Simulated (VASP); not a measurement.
# NaAl3Si4Se (P-43m) in VASP: single point with PBE

Aim: the single point of NaAl3Si4Se with PBE.

Everything below comes from runs of VASP 6.6.1. Logs are shortened: lines on timing, memory, paths and dates and some standing lists are left out, and cuts for length are marked.

### 1 The cell of the first run

Symmetry: P-43m, No. 215, cubic system. Conventional cell: a = 5.501 Å, b = 5.501 Å, c = 5.501 Å, α = 90.00°, β = 90.00°, γ = 90.00°. Within 3.1 Å of Na (site symmetry -43m) lie 4 Si at 2.36 Å and 6 Al at 2.75 Å. Al (site symmetry -42m) has 4 Si at 2.38 Å and 2 Na at 2.75 Å within 3.1 Å. Si (site symmetry 3m) has 1 Na at 2.36 Å and 3 Al at 2.38 Å and 1 Se at 2.40 Å within 3.1 Å. Within 3.2 Å of Se (site symmetry -43m) lie 4 Si at 2.40 Å.

### 2 Single point, PBE

Input file INCAR:

```
SYSTEM = NaAl3Si4Se
  PREC = Accurate
  ENCUT = 520
  EDIFF = 1E-7
  ISMEAR = 0
  SIGMA = 0.1
  LREAL = .FALSE.
  LASPH = .TRUE.
  NELM = 80
  ALGO = Normal
  ISIF = 2
  LWAVE = .FALSE.
  LCHARG = .FALSE.
  GGA = PE
  NBANDS = 29
```

Input file KPOINTS:

```
Automatic mesh
0
G
  4 4 4
  0 0 0
```

Input file POSCAR:

```
NaAl3Si4Se
1.0
    5.5011717200      0.0000000000      0.0000000000
    0.0000000000      5.5011717200      0.0000000000
    0.0000000000      0.0000000000      5.5011717200
Na Al Si Se
1 3 4 1
Direct
    0.0000000000      0.0000000000      0.0000000000
    0.0000000000      0.5000000000      0.0000000000
    0.0000000000      0.0000000000      0.5000000000
    0.5000000000      0.0000000000      0.0000000000
    0.2480946600      0.2480946600      0.2480946600
    0.7519053400      0.7519053400      0.2480946600
    0.2480946600      0.7519053400      0.7519053400
    0.7519053400      0.2480946600      0.7519053400
    0.5000000000      0.5000000000      0.5000000000
```

Potentials or basis: VASP PAW PBE potentials, release 64 (Na_pv, Al, Si, Se).

Launch:

```console
> cat potpaw_PBE.64/Na_pv/POTCAR potpaw_PBE.64/Al/POTCAR potpaw_PBE.64/Si/POTCAR potpaw_PBE.64/Se/POTCAR > POTCAR
> mpirun -np 1 vasp_std > vasp.out
```

OUTCAR:

```text
SYSTEM = NaAl3Si4Se
   PREC = Accurate
   ENCUT = 520
   EDIFF = 1E-7
   ISMEAR = 0
   LREAL = .FALSE.
   LASPH = .TRUE.
   NELM = 80
   ISIF = 2
   GGA = PE

 ion  position               nearest neighbor table
   1  0.000  0.000  0.000-   5 2.36   6 2.36   7 2.36   8 2.36   3 2.75   4 2.75   2 2.75   3 2.75
                             2 2.75   4 2.75
   2  0.000  0.500  0.000-   5 2.38   6 2.38   7 2.38   8 2.38   1 2.75   1 2.75
   3  0.000  0.000  0.500-   5 2.38   6 2.38   7 2.38   8 2.38   1 2.75   1 2.75
   4  0.500  0.000  0.000-   5 2.38   6 2.38   7 2.38   8 2.38   1 2.75   1 2.75
   5  0.248  0.248  0.248-   1 2.36   2 2.38   3 2.38   4 2.38   9 2.40
   6  0.752  0.752  0.248-   1 2.36   2 2.38   3 2.38   4 2.38   9 2.40
   7  0.248  0.752  0.752-   1 2.36   2 2.38   3 2.38   4 2.38   9 2.40
   8  0.752  0.248  0.752-   1 2.36   2 2.38   3 2.38   4 2.38   9 2.40
   9  0.500  0.500  0.500-   5 2.40   6 2.40   7 2.40   8 2.40

  LATTYP: Found a simple cubic cell.
 ALAT       =     5.5011717200

  Lattice vectors:

 A1 = (   5.5011717200,   0.0000000000,   0.0000000000)
 A2 = (   0.0000000000,   5.5011717200,   0.0000000000)
 A3 = (   0.0000000000,   0.0000000000,   5.5011717200)

Analysis of symmetry for initial positions (statically):
=====================================================================
 Subroutine PRICEL returns:
 Original cell was already a primitive cell.

 Routine SETGRP: Setting up the symmetry group for a
 simple cubic supercell.

 Subroutine GETGRP returns: Found 24 space group operations
 (whereof 24 operations were pure point group operations)
 out of a pool of 48 trial point group operations.

The static configuration has the point symmetry T_d .

Analysis of symmetry for dynamics (positions and initial velocities):
=====================================================================
 Subroutine PRICEL returns:
 Original cell was already a primitive cell.

 Routine SETGRP: Setting up the symmetry group for a
 simple cubic supercell.

 Subroutine GETGRP returns: Found 24 space group operations
 (whereof 24 operations were pure point group operations)
 out of a pool of 48 trial point group operations.

The dynamic configuration has the point symmetry T_d .

 Subroutine INISYM returns: Found 24 space group operations
 (whereof 24 operations are pure point group operations),
 and found     1 'primitive' translations

[... 98 lines left out ...]
   NFREE  =      0    steps in history (QN), initial steepest desc. (CG)
   ISIF   =      2    stress and relaxation
   ISYM   =      2    0-nonsym 1-usesym 2-fastsym
   POTIM  = 0.5000    time-step for ionic-motion
   TEBEG  =    0.0;   TEEND  =   0.0 temperature during run
   PSTRESS=    0.0 pullay stress
   NELECT =      38.0000    total number of electrons
   NUPDOWN=      -1.0000    fix difference up-down
   EMIN   =  10.00;   EMAX   =-10.00  energy-range for DOS
   EFERMI =   0.00;   METHOD = LEGACY
   ISMEAR =     0;   SIGMA  =   0.10  broadening in eV -4-tet -1-fermi 0-gaus
   EFERMI_NEDOS =   21; number of points for ismear=-14 and -15
   IALGO  =     38    algorithm
   IMIX   =      4    mixing-type and parameters
     AMIX     =   0.40;   BMIX     =  1.00
     AMIX_MAG =   1.60;   BMIX_MAG =  1.00
  volume/ion in A,a.u.               =      18.50       124.83
  Fermi-wavevector in a.u.,A,eV,Ry     =   1.000493  1.890658 13.619251  1.000987
  Thomas-Fermi vector in A             =   2.132853
   LORBIT       =      0    0 simple, 1 ext, 2 COOP (PROOUT), +10 PAW based schemes
   GGA     = PE    functional components
   LHFCALC =     F    Hartree Fock is set to
   AEXX    =    0.0000 exact exchange contribution
   IVDW    =     0    specifies the selected vdW correction
   LEPSILON=     F    determine dielectric tensor
   LRPA    =     F    only Hartree local field effects (RPA)
 non-spin polarized calculation
 Gauss-broadening in eV      SIGMA  =   0.10
  energy-cutoff  :      520.00
  volume of cell :      166.48
 maximum number of plane-waves:      4524
 NGX is ok and might be reduce to    42
   NGX = 21   NGY = 21   NGZ = 21

 number of electron      38.0000011 magnetization

 Free energy of the ion-electron system (eV)
  ---------------------------------------------------
  ext. energy  EPLUGINS =         0.00000000
  ---------------------------------------------------
  free energy    TOTEN  =       -32.92785652 eV

  energy without entropy =      -32.91322804  energy(sigma->0) =      -32.92054228

 E-fermi :   5.9958     XC(G=0):  -9.6123

 val. band max:        5.9472901590   @ k =   0.0000   0.0000   0.0000
 cond. band min:       6.0177809545   @ k =   0.2500   0.2500   0.0000
 fundamental gap:      0.0704907955
 Fermi energy:         5.9957736025

 k-point     1 :       0.0000    0.0000    0.0000
  band No.  band energies     occupation
      1     -18.5600      2.00000
      2     -18.5600      2.00000
      3     -18.5600      2.00000
      4      -9.4802      2.00000
      5      -3.7556      2.00000
      6      -2.1947      2.00000
[... 309 lines left out ...]
     28       9.5432      0.00000
     29      10.0786      0.00000

------------------------ aborting loop because EDIFF is reached ----------------------------------------

  FORCE on cell =-STRESS in cart. coord.  units (eV):
  Direction    XX          YY          ZZ          XY          YZ          ZX
  --------------------------------------------------------------------------------------
  -------------------------------------------------------------------------------------
  Total       19.4109572     19.4109572     19.4109572      0.0000000      0.0000000     -0.0000000
  in kB      186.8064770    186.8064770    186.8064770      0.0000000      0.0000000     -0.0000000
  external PRESSURE =     186.8064770 kB  Pullay stress =       0.0000000 kB

 VOLUME and BASIS-vectors are now :
 -----------------------------------------------------------------------------
  energy-cutoff  :      520.00
  volume of cell :      166.48
      direct lattice vectors                 reciprocal lattice vectors
     5.501171720  0.000000000  0.000000000     0.181779456  0.000000000  0.000000000
     0.000000000  5.501171720  0.000000000     0.000000000  0.181779456  0.000000000
     0.000000000  0.000000000  5.501171720     0.000000000  0.000000000  0.181779456

 POSITION                                       TOTAL-FORCE (eV/Angst)
 -----------------------------------------------------------------------------------
      0.00000      0.00000      0.00000         0.000000     -0.000000     -0.000000
      0.00000      2.75059      0.00000         0.000000     -0.000000     -0.000000
      0.00000      0.00000      2.75059         0.000000     -0.000000     -0.000000
      2.75059      0.00000      0.00000        -0.000000     -0.000000     -0.000000
      1.36481      1.36481      1.36481         0.865138      0.865138      0.865138
      4.13636      4.13636      1.36481        -0.865138     -0.865138      0.865138
      1.36481      4.13636      4.13636         0.865138     -0.865138     -0.865138
      4.13636      1.36481      4.13636        -0.865138      0.865138     -0.865138
      2.75059      2.75059      2.75059         0.000000     -0.000000     -0.000000
 -----------------------------------------------------------------------------------
    total drift:                               -0.000000     -0.000000      0.000000

  FREE ENERGIE OF THE ION-ELECTRON SYSTEM (eV)
  ---------------------------------------------------
  free  energy   TOTEN  =       -32.9278565250 eV

  energy  without entropy=      -32.9132280368  energy(sigma->0) =      -32.92054228
```

stdout:

```text
POSCAR found type information on POSCAR NaAlSiSe
 POSCAR found :  4 types and       9 ions
 scaLAPACK will be used
 LDA part: xc-table for (Slater+PW92), standard interpolation
 POSCAR, INCAR and KPOINTS ok, starting setup
 FFT: planning ... GRIDC
 FFT: planning ... GRID_SOFT
 FFT: planning ... GRID
 WAVECAR not read
 entering main loop
```

It took 27 s on 1 thread of Intel Xeon 6975P-C (Granite Rapids), shared host; peak memory 0.27 GiB.

What came out:

```yaml
Free_energy: -32.9279 eV
Pressure: 18.7 GPa
Largest_force: 1.498 eV/Å
Band_gap_on_the_k_mesh: zero (band 19 reaches 6.02 eV, above the bottom of band 20 at 5.79 eV)
```

Forces on the atoms (eV/Å):
```
Na   0.000  0.000  0.000
Al   0.000  0.000  0.000
Al   0.000  0.000  0.000
Al   0.000  0.000  0.000
Si   0.865  0.865  0.865
Si  -0.865 -0.865  0.865
Si   0.865 -0.865 -0.865
Si  -0.865  0.865 -0.865
Se   0.000  0.000  0.000
```

Levels at points of the mesh, in eV from the Fermi level:
```tsv
k point	band 17	band 18	band 19	band 20	band 21	band 22
(0.00, 0.00, 0.00)	-0.71	-0.05	-0.05	-0.05	0.78	0.78
(0.50, 0.00, 0.00)	-2.00	-1.07	-1.07	0.52	0.67	2.78
(0.50, 0.50, 0.00)	-1.50	-0.68	-0.29	1.23	1.47	2.70
(0.50, 0.50, 0.50)	-0.55	-0.12	-0.12	-0.12	2.11	2.11
```

Caveat: forces of over 1 eV/Å act on the atoms, so gaps and moduli don't describe the material at rest.
